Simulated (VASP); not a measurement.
## MgO: single point with r2SCAN

The system is MgO.

```
CELL_PARAMETERS angstrom
0.00000 2.28201 2.28201
2.28201 0.00000 2.28201
2.28201 2.28201 0.00000
ATOMIC_POSITIONS crystal
Mg 0.00000 0.00000 0.00000
O 0.25000 0.25000 0.25000
```

```yaml
Program: VASP 6.6.1
Task: single point
Functional: r2SCAN
Potentials_or_basis: VASP PAW PBE potentials, release 64 (Mg, O)
Cutoff: 520 eV
k_mesh: 5 × 5 × 5
Occupations: gaussian, width 0.01 eV
Spin: no spin polarisation
```

| Quantity | Value |
| --- | --- |
| Pressure | -0.6 GPa |
| Band gap on the k mesh | 4.32 eV, direct |

Levels at points of the mesh, in eV from the valence-band top:
```
           k point  band 1  band 2  band 3  band 4  band 5  band 6  band 7  band 8
(0.00, 0.00, 0.00)  -16.83    0.00    0.00    0.00    4.32   17.92   17.92   17.92
```

Wall time 17 s on 1 thread of Intel(R) Xeon(R) Platinum 8259CL CPU @ 2.50GHz (Skylake/Cascade Lake), on a shared host, peak memory 0.14 GiB.

Caveat: the k points lie up to 0.48 Å⁻¹ apart; the PAW data sets were made with another functional, which shifts forces and pressure a little. r2SCAN opens gaps a little over a GGA but as a rule still falls short of measured ones.
